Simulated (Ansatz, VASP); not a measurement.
# One calculation of Na, two programs

```
CELL_PARAMETERS angstrom
-2.13853 2.13853 2.13853
2.13853 -2.13853 2.13853
2.13853 2.13853 -2.13853
ATOMIC_POSITIONS crystal
Na 0.00000 0.00000 0.00000
```

Change from the starting cell: volume scaled by 1.05.

Alike in both runs: task single point; functional PBEsol; k mesh 12 × 12 × 12; occupations fermi-dirac, width 0.05 eV; no spin polarisation.

|  | VASP | Ansatz |
| --- | --- | --- |
| version | VASP 6.6.1 | Ansatz 0.2.0 |
| potentials or method | VASP PAW PBE potentials, release 64 (Na_pv), cutoff 500 eV | all-electron LAPW, scalar-relativistic |

|  | VASP | Ansatz | Ansatz less VASP |
| --- | --- | --- | --- |
| pressure (GPa) | -0.5 | -0.5 | +0.03 |

VASP's potentials were made for PBE, not for PBEsol. Ansatz ran all-electron here, and VASP with PAW potentials.
